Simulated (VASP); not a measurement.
A run of VASP 6.6.1:

File INCAR:

```
ALGO = Normal
EDIFF = 1E-6
ENCUT = 500
GGA = PE
GGA_COMPAT = False
ISIF = 2
ISMEAR = 0
LASPH = True
LCHARG = False
LREAL = False
LWAVE = False
NBANDS = 16
NELM = 120
PREC = Accurate
SIGMA = 0.2
```

The input KPOINTS:

```
k-points
0
Gamma
  7 7 7
```

POSCAR

```
TaSi2
1.0
   -1.6452566928      1.6452566928      4.0938801788
    1.6452566928     -1.6452566928      4.0938801788
    1.6452566928      1.6452566928     -4.0938801788
Ta Si
1 2
Direct
    0.0000000000      0.0000000000      0.0000000000
    0.6676264853      0.6676264853      0.0000000000
    0.3323735147      0.3323735147      0.0000000000
```

Potentials or basis: VASP PAW PBE potentials, release 64 (Ta_pv, Si).

Run with:

```sh
$ cat potpaw_PBE.64/Ta_pv/POTCAR potpaw_PBE.64/Si/POTCAR > POTCAR
$ mpirun -np 1 vasp_std > vasp.out
```

Hardware: 1 thread of AMD EPYC 9R45 96-Core Processor (Zen 5), with other jobs on the host.

**Question.** How long does it take, and how much memory?

**Answer.** It took 27 s on 1 thread of AMD EPYC 9R45 96-Core Processor (Zen 5), on a shared host, peak memory 0.18 GiB. Counts: scf iterations 12, k points 40.
